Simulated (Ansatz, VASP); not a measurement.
**Two plane-wave programs on RbBr**

The input INCAR:

```
PREC = Accurate
ENCUT = 520
EDIFF = 1E-6
ISMEAR = -1
SIGMA = 0.02
LREAL = False
LASPH = True
NELM = 100
ALGO = Normal
ISIF = 2
LWAVE = False
LCHARG = False
GGA = PE
NBANDS = 15
```

Contents of KPOINTS:

```
Automatic mesh
0
Gamma
  6 6 6
```

POSCAR

```
RbBr
1.0
    4.0982043437      0.1292028931      0.1292028931
    0.1292028931      4.0982043437      0.1292028931
    0.1292028931      0.1292028931      4.0982043437
Rb Br
1 1
Direct
    0.0000000000      0.0000000000      0.0000000000
    0.5000000000      0.5000000000      0.5000000000
```

Input for Ansatz:

```yaml
crystal:
  lattice:
    - [4.0982043437, 0.1292028931, 0.1292028931]
    - [0.1292028931, 4.0982043437, 0.1292028931]
    - [0.1292028931, 0.1292028931, 4.0982043437]
  atoms:
    - { symbol: Rb, position: [0.0, 0.0, 0.0] }
    - { symbol: Br, position: [0.5, 0.5, 0.5] }
kpoints:
  mp_grid: { grid: [6, 6, 6] }
  band_path:
    path: [[0.0, 0.0, 0.0], [0.0, 0.5, 0.0], [0.5, 0.5, 0.0], [0.5, 0.5, 0.5]]
    npoints: 1
hamiltonian:
  xc: pbe
scf:
  occupations: { method: fermi_dirac, width: 0.02 }
  n_extra_bands: 4
output:
  forces: true
  stress: true
  eigenvalues: true
```

Change from the starting cell: epitaxial_111 strain -3.9%.

Alike in both runs: task single point; functional PBE; k mesh 6 × 6 × 6; occupations fermi-dirac, width 0.02 eV; no spin polarisation.

|  | VASP | Ansatz |
| --- | --- | --- |
| version | VASP 6.6.1 | Ansatz 0.2.0 |
| potentials or method | VASP PAW PBE potentials, release 64 (Rb_sv, Br) | plane waves, PAW |
| plane-wave cutoff (eV) | 520 | 420 |
| valence electrons in the cell | 16 | 16 |

```tsv
	VASP	Ansatz	Ansatz less VASP
gap on the k mesh at the Fermi level (eV)	4.18	4.18	+0.003
pressure (GPa)	1.5	1.5	-0.03
traceless stress, the component that is largest in VASP (GPa)	-0.30	-0.29	+0.005
```

With one functional, cell and mesh, what is left measures potentials, basis and numerics.
